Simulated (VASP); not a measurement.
# Si (Fd-3m) in VASP: a series of runs

Si is run at these levels: LDA, r2SCAN; tasks: single point.

All numbers are computed with VASP 6.6.1; they aren't measurements. Logs are shortened: lines on timing, memory, paths and dates and some standing lists are left out, and cuts for length are marked.

## Step 1: The cell of the first run

The structure is cubic, space group Fd-3m (No. 227). The conventional cell has a = 5.402 Å, b = 5.402 Å, c = 5.402 Å, α = 90.00°, β = 90.00°, γ = 90.00°. Si (site symmetry -43m) has 4 Si at 2.34 Å within 3.1 Å.

## Step 2: Single point, LDA

Input file INCAR:

```
SYSTEM = Si
ALGO = Normal
EDIFF = 1E-6
ENCUT = 520
GGA = CA
ISIF = 2
ISMEAR = 0
LASPH = .TRUE.
LCHARG = .TRUE.
LELF = .TRUE.
LREAL = .FALSE.
LVHAR = .TRUE.
LWAVE = .FALSE.
NBANDS = 26
NELM = 60
PREC = Accurate
SIGMA = 0.01
```

Input file KPOINTS:

```
k-points
0
G
  6 6 6
  0 0 0
```

Input file POSCAR:

```
Si
1.0
    5.4019924197      0.0000000000      0.0000000000
    0.0000000000      5.4019924197      0.0000000000
    0.0000000000      0.0000000000      5.4019924197
Si
8
Direct
    0.0000000000      0.0000000000      0.0000000000
    0.0000000000      0.5000000000      0.5000000000
    0.5000000000      0.0000000000      0.5000000000
    0.5000000000      0.5000000000      0.0000000000
    0.2500000000      0.2500000000      0.2500000000
    0.2500000000      0.7500000000      0.7500000000
    0.7500000000      0.2500000000      0.7500000000
    0.7500000000      0.7500000000      0.2500000000
```

Potentials or basis: VASP PAW LDA potentials, release 64 (Si).

On the command line:

```sh
$ cat potpaw_LDA.64/Si/POTCAR > POTCAR
$ mpirun -np 1 vasp_std > vasp.out
```

OUTCAR:

```text
SYSTEM = Si
   EDIFF = 1E-6
   ENCUT = 520
   GGA = CA
   ISIF = 2
   ISMEAR = 0
   LASPH = .TRUE.
   LREAL = .FALSE.
   NELM = 60
   PREC = Accurate

 ion  position               nearest neighbor table
   1  0.000  0.000  0.000-   5 2.34   6 2.34   7 2.34   8 2.34
   2  0.000  0.500  0.500-   5 2.34   6 2.34   7 2.34   8 2.34
   3  0.500  0.000  0.500-   5 2.34   6 2.34   7 2.34   8 2.34
   4  0.500  0.500  0.000-   5 2.34   6 2.34   7 2.34   8 2.34
   5  0.250  0.250  0.250-   1 2.34   2 2.34   3 2.34   4 2.34
   6  0.250  0.750  0.750-   1 2.34   2 2.34   3 2.34   4 2.34
   7  0.750  0.250  0.750-   1 2.34   2 2.34   3 2.34   4 2.34
   8  0.750  0.750  0.250-   1 2.34   2 2.34   3 2.34   4 2.34

  LATTYP: Found a simple cubic cell.
 ALAT       =     5.4019924197

  Lattice vectors:

 A1 = (   5.4019924197,   0.0000000000,   0.0000000000)
 A2 = (   0.0000000000,   5.4019924197,   0.0000000000)
 A3 = (   0.0000000000,   0.0000000000,   5.4019924197)

Analysis of symmetry for initial positions (statically):
=====================================================================
 Subroutine PRICEL returns following result:

  LATTYP: Found a face centered cubic cell.
 ALAT       =     5.4019924197

  Lattice vectors:

 A1 = (   2.7009962098,  -2.7009962098,   0.0000000000)
 A2 = (   2.7009962098,   0.0000000000,   2.7009962098)
 A3 = (   0.0000000000,  -2.7009962098,   2.7009962099)

   4 primitive cells build up your supercell.

 Routine SETGRP: Setting up the symmetry group for a
 simple cubic supercell.

 Subroutine GETGRP returns: Found 48 space group operations
 (whereof 24 operations were pure point group operations)
 out of a pool of 48 trial point group operations.

The static configuration has the point symmetry T_d .
 The point group associated with its full space group is O_h .

Analysis of symmetry for dynamics (positions and initial velocities):
=====================================================================
 Subroutine PRICEL returns following result:

  LATTYP: Found a face centered cubic cell.
 ALAT       =     5.4019924197

  Lattice vectors:

 A1 = (   2.7009962098,  -2.7009962098,   0.0000000000)
 A2 = (   2.7009962098,   0.0000000000,   2.7009962098)
 A3 = (   0.0000000000,  -2.7009962098,   2.7009962099)

   4 primitive cells build up your supercell.

 Routine SETGRP: Setting up the symmetry group for a
 simple cubic supercell.

 Subroutine GETGRP returns: Found 48 space group operations
 (whereof 24 operations were pure point group operations)
 out of a pool of 48 trial point group operations.

The dynamic configuration has the point symmetry T_d .
 The point group associated with its full space group is O_h .

 Subroutine INISYM returns: Found 48 space group operations
 (whereof 24 operations are pure point group operations),
 and found     4 'primitive' translations

----------------------------------------------------------------------------------------

                                     Primitive cell

  volume of cell :      39.4096

  direct lattice vectors                    reciprocal lattice vectors
     2.700996210 -2.700996210  0.000000000     0.185116883 -0.185116883 -0.185116883
     2.700996210  0.000000000  2.700996210     0.185116883  0.185116883  0.185116883
     0.000000000 -2.700996210  2.700996210    -0.185116883 -0.185116883  0.185116883

  length of vectors
     3.819785472  3.819785472  3.819785472     0.320631847  0.320631847  0.320631847

  position of ions in fractional coordinates (direct lattice)
     0.000000000  0.000000000  0.000000000
     0.750000000  0.750000000  0.750000000

  ion indices of the primitive-cell ions
   primitive index   ion index
                 1           1
                 2           5

----------------------------------------------------------------------------------------

 KPOINTS: k-points

Automatic generation of k-mesh.
 Grid dimensions read from file:
 generate k-points for:    6    6    6

 Generating k-lattice:

  Cartesian coordinates                     Fractional coordinates (reciprocal lattice)
     0.030852814  0.000000000  0.000000000     0.166666667  0.000000000  0.000000000
     0.000000000  0.030852814  0.000000000     0.000000000  0.166666667  0.000000000
     0.000000000  0.000000000  0.030852814     0.000000000  0.000000000  0.166666667

  Length of vectors
     0.030852814  0.030852814  0.030852814

  Shift w.r.t. Gamma in fractional coordinates (k-lattice)
     0.000000000  0.000000000  0.000000000

 Subroutine IBZKPT returns following result:
 ===========================================

 Found     20 irreducible k-points:

 Following reciprocal coordinates:
            Coordinates               Weight
  0.000000  0.000000  0.000000      1.000000
  0.166667  0.000000  0.000000      6.000000
  0.333333  0.000000  0.000000      6.000000
  0.500000  0.000000  0.000000      3.000000
  0.166667  0.166667  0.000000     12.000000
  0.333333  0.166667  0.000000     24.000000
[... 12 lines left out ...]
  0.500000  0.500000  0.333333      6.000000
  0.500000  0.500000  0.500000      1.000000
   k-points           NKPTS =     20   k-points in BZ     NKDIM =     20   number of bands    NBANDS=     26
   number of dos      NEDOS =    301   number of ions     NIONS =      8
   total plane-waves  NPLWV =  64000
   dimension x,y,z NGX =    40 NGY =   40 NGZ =   40
   dimension x,y,z NGXF=    80 NGYF=   80 NGZF=   80
   ions per type =               8
   NGX,Y,Z   is equivalent  to a cutoff of  12.31, 12.31, 12.31 a.u.
   NGXF,Y,Z  is equivalent  to a cutoff of  24.62, 24.62, 24.62 a.u.
 SYSTEM =  Si
   PREC   = accura    normal or accurate (medium, high low for compatibility)
   ISTART =      0    job   : 0-new  1-cont  2-samecut
   ICHARG =      2    charge: 1-file 2-atom 10-const
   ISPIN  =      1    spin polarized calculation?
   LNONCOLLINEAR =      F non collinear calculations
   LSORBIT =      F    spin-orbit coupling
   LASPH  =      T    aspherical Exc in radial PAW
   ENCUT  =  520.0 eV  38.22 Ry    6.18 a.u.  10.04 10.04 10.04*2*pi/ulx,y,z
   NELM   =     60;   NELMIN=  2; NELMDL= -5     # of ELM steps
   EDIFF  = 0.1E-05   stopping-criterion for ELM
   LREAL  =      F    real-space projection
   EDIFFG = 0.1E-04   stopping-criterion for IOM
   NSW    =      0    number of steps for IOM
   IBRION =     -1    ionic relax: 0-MD 1-quasi-New 2-CG
   NFREE  =      0    steps in history (QN), initial steepest desc. (CG)
   ISIF   =      2    stress and relaxation
   ISYM   =      2    0-nonsym 1-usesym 2-fastsym
   POTIM  = 0.5000    time-step for ionic-motion
   TEBEG  =    0.0;   TEEND  =   0.0 temperature during run
   PSTRESS=    0.0 pullay stress
   NELECT =      32.0000    total number of electrons
   NUPDOWN=      -1.0000    fix difference up-down
   EMIN   =  10.00;   EMAX   =-10.00  energy-range for DOS
   EFERMI =   0.00;   METHOD = LEGACY
   ISMEAR =     0;   SIGMA  =   0.01  broadening in eV -4-tet -1-fermi 0-gaus
   EFERMI_NEDOS =   21; number of points for ismear=-14 and -15
   IALGO  =     38    algorithm
   IMIX   =      4    mixing-type and parameters
     AMIX     =   0.40;   BMIX     =  1.00
     AMIX_MAG =   1.60;   BMIX_MAG =  1.00
  volume/ion in A,a.u.               =      19.70       132.97
  Fermi-wavevector in a.u.,A,eV,Ry     =   0.962138  1.818178 12.595052  0.925710
  Thomas-Fermi vector in A             =   2.091571
   LORBIT       =      0    0 simple, 1 ext, 2 COOP (PROOUT), +10 PAW based schemes
   GGA     = CA    functional components
   LHFCALC =     F    Hartree Fock is set to
   AEXX    =    0.0000 exact exchange contribution
   IVDW    =     0    specifies the selected vdW correction
   LEPSILON=     F    determine dielectric tensor
   LRPA    =     F    only Hartree local field effects (RPA)
 non-spin polarized calculation
 Gauss-broadening in eV      SIGMA  =   0.01
  energy-cutoff  :      520.00
  volume of cell :      157.64
 maximum number of plane-waves:      4272
   NGX = 21   NGY = 21   NGZ = 21

 number of electron      32.0000008 magnetization

 Free energy of the ion-electron system (eV)
  ---------------------------------------------------
  ext. energy  EPLUGINS =         0.00000000
  ---------------------------------------------------
  free energy    TOTEN  =       -47.67870254 eV

  energy without entropy =      -47.67870254  energy(sigma->0) =      -47.67870254

 E-fermi :   5.9853     XC(G=0):  -9.6656

 val. band max:        5.9329518160   @ k =   0.0000   0.0000   0.0000
 cond. band min:       6.3750163961   @ k =   0.1667   0.0000   0.0000
 fundamental gap:      0.4420645801
 Fermi energy:         5.9852742408

 k-point     1 :       0.0000    0.0000    0.0000
  band No.  band energies     occupation
      1      -6.1334      2.00000
      2      -1.9320      2.00000
      3      -1.9320      2.00000
      4      -1.9320      2.00000
      5      -1.9320      2.00000
      6      -1.9320      2.00000
[... 18 lines left out ...]
     25       8.4639      0.00000
     26       9.3249      0.00000

 k-point     2 :       0.1667    0.0000    0.0000
  band No.  band energies     occupation
      1      -6.0102      2.00000
      2      -3.1590      2.00000
      3      -1.8916      2.00000
      4      -1.8916      2.00000
      5      -1.8916      2.00000
      6      -1.8916      2.00000
[... 18 lines left out ...]
     25       9.0533      0.00000
     26       9.9609      0.00000

 k-point     3 :       0.3333    0.0000    0.0000
  band No.  band energies     occupation
      1      -5.6426      2.00000
      2      -4.2027      2.00000
      3      -1.8044      2.00000
      4      -1.8044      2.00000
      5      -1.8044      2.00000
      6      -1.8044      2.00000
[... 456 lines left out ...]
 k-point    19 :       0.5000    0.5000    0.3333
  band No.  band energies     occupation
      1      -3.8431      2.00000
      2      -3.8431      2.00000
      3      -3.8431      2.00000
      4      -3.8431      2.00000
      5      -0.8411      2.00000
      6      -0.8411      2.00000
[... 18 lines left out ...]
     25       9.4664      0.00000
     26       9.4664      0.00000

 k-point    20 :       0.5000    0.5000    0.5000
  band No.  band energies     occupation
      1      -3.7546      2.00000
      2      -3.7546      2.00000
      3      -3.7546      2.00000
      4      -3.7546      2.00000
      5      -1.1320      2.00000
      6      -1.1320      2.00000
[... 18 lines left out ...]
     25       9.2184      0.00000
     26       9.2184      0.00000

------------------------ aborting loop because EDIFF is reached ----------------------------------------

  FORCE on cell =-STRESS in cart. coord.  units (eV):
  Direction    XX          YY          ZZ          XY          YZ          ZX
  --------------------------------------------------------------------------------------
  -------------------------------------------------------------------------------------
  Total        0.0436319      0.0436319      0.0436319      0.0000000     -0.0000000      0.0000000
  in kB        0.4434580      0.4434580      0.4434580      0.0000000     -0.0000000      0.0000000
  external PRESSURE =       0.4434580 kB  Pullay stress =       0.0000000 kB

 VOLUME and BASIS-vectors are now :
 -----------------------------------------------------------------------------
  energy-cutoff  :      520.00
  volume of cell :      157.64
      direct lattice vectors                 reciprocal lattice vectors
     5.401992420  0.000000000  0.000000000     0.185116883  0.000000000  0.000000000
     0.000000000  5.401992420  0.000000000     0.000000000  0.185116883  0.000000000
     0.000000000  0.000000000  5.401992420     0.000000000  0.000000000  0.185116883

 POSITION                                       TOTAL-FORCE (eV/Angst)
 -----------------------------------------------------------------------------------
      0.00000      0.00000      0.00000        -0.000000     -0.000000     -0.000000
      0.00000      2.70100      2.70100         0.000000     -0.000000     -0.000000
      2.70100      0.00000      2.70100        -0.000000     -0.000000     -0.000000
      2.70100      2.70100      0.00000        -0.000000     -0.000000     -0.000000
      1.35050      1.35050      1.35050         0.000000      0.000000      0.000000
      1.35050      4.05149      4.05149         0.000000      0.000000      0.000000
      4.05149      1.35050      4.05149        -0.000000      0.000000      0.000000
      4.05149      4.05149      1.35050         0.000000      0.000000      0.000000
 -----------------------------------------------------------------------------------
    total drift:                                0.000000     -0.000000     -0.000000

  FREE ENERGIE OF THE ION-ELECTRON SYSTEM (eV)
  ---------------------------------------------------
  free  energy   TOTEN  =       -47.6787025444 eV

  energy  without entropy=      -47.6787025444  energy(sigma->0) =      -47.67870254
```

It took 74 s on 1 thread of Intel Xeon Platinum 8488C (Sapphire Rapids), shared host; peak memory 0.21 GiB.

Results:

```yaml
Free_energy: -47.6787 eV
Pressure: 0.0 GPa
Band_gap_on_the_k_mesh: 0.44 eV
```

Levels at points of the mesh, in eV from the valence-band top:
```tsv
k point	band 13	band 14	band 15	band 16	band 17	band 18	band 19	band 20
(0.00, 0.00, 0.00)	-2.89	0.00	0.00	0.00	0.57	0.57	0.57	0.57
(0.50, 0.00, 0.00)	-1.92	-1.92	-1.92	-1.92	1.03	1.03	3.03	3.03
(0.50, 0.50, 0.00)	-1.34	-1.34	-1.34	-1.34	2.38	2.38	2.38	2.38
(0.50, 0.50, 0.50)	-1.21	-1.21	-1.21	-1.21	1.49	1.49	1.49	1.49
```

## Step 3: Single point, r2SCAN

This run uses another cell than the first one, of 20.17 Å³/atom, 1.024 times its volume.

Edit POSCAR of step 2 so:

```diff
@@ -2,5 +2,5 @@
 1.0
-    5.4019924197      0.0000000000      0.0000000000
-    0.0000000000      5.4019924197      0.0000000000
-    0.0000000000      0.0000000000      5.4019924197
+    5.4442181012      0.0000000000      0.0000000000
+    0.0000000000      5.4442181012      0.0000000000
+    0.0000000000      0.0000000000      5.4442181012
 Si
```

Input file INCAR.step1:

```
SYSTEM = Si
ALGO = Normal
EDIFF = 1E-4
ENCUT = 520
GGA = PE
ISMEAR = 0
LASPH = .True.
LCHARG = .False.
LREAL = .False.
LWAVE = .True.
NBANDS = 26
NELM = 80
PREC = Accurate
SIGMA = 0.01
```

Input file INCAR.step2:

```
SYSTEM = Si
ALGO = Normal
EDIFF = 1E-6
ENCUT = 520
ISIF = 2
ISMEAR = 0
ISTART = 1
LASPH = .True.
LCHARG = .False.
LMIXTAU = .True.
LREAL = .False.
LWAVE = .False.
METAGGA = R2SCAN
NBANDS = 26
NELM = 80
PREC = Accurate
SIGMA = 0.01
```

Input file KPOINTS:

```
k-points
0
Gamma
  6 6 6
  0 0 0
```

Potentials or basis: VASP PAW PBE potentials, release 64 (Si).

On the command line:

```sh
$ cat potpaw_PBE.64/Si/POTCAR > POTCAR
$ cp INCAR.step1 INCAR
$ mpirun -np 1 vasp_std > vasp.out
$ cp INCAR.step2 INCAR
$ mpirun -np 1 vasp_std > vasp.out
```

It took 3.9 min on 1 thread of Intel Xeon Platinum 8488C (Sapphire Rapids), shared host; peak memory 0.27 GiB.

The run converged. Its results:

```
Free energy            : -70.2010 eV
Pressure               : -0.2 GPa
Band gap on the k mesh : 0.79 eV
```

Levels at points of the mesh, in eV from the valence-band top:
| k point | band 12 | band 13 | band 14 | band 15 | band 16 | band 17 | band 18 | band 19 | band 20 | band 21 |
| --- | --- | --- | --- | --- | --- | --- | --- | --- | --- | --- |
| (0.00, 0.00, 0.00) | -2.99 | -2.99 | 0.00 | 0.00 | 0.00 | 0.93 | 0.93 | 0.93 | 0.93 | 0.93 |
| (0.50, 0.00, 0.00) | -3.62 | -1.98 | -1.98 | -1.98 | -1.98 | 1.34 | 1.34 | 3.46 | 3.46 | 4.60 |
| (0.50, 0.50, 0.00) | -3.88 | -1.40 | -1.40 | -1.40 | -1.40 | 2.73 | 2.73 | 2.73 | 2.73 | 5.11 |
| (0.50, 0.50, 0.50) | -1.27 | -1.27 | -1.27 | -1.27 | -1.27 | 1.86 | 1.86 | 1.86 | 1.86 | 3.59 |

Caveat: the PAW data sets were made with another functional, which shifts forces and pressure a little.
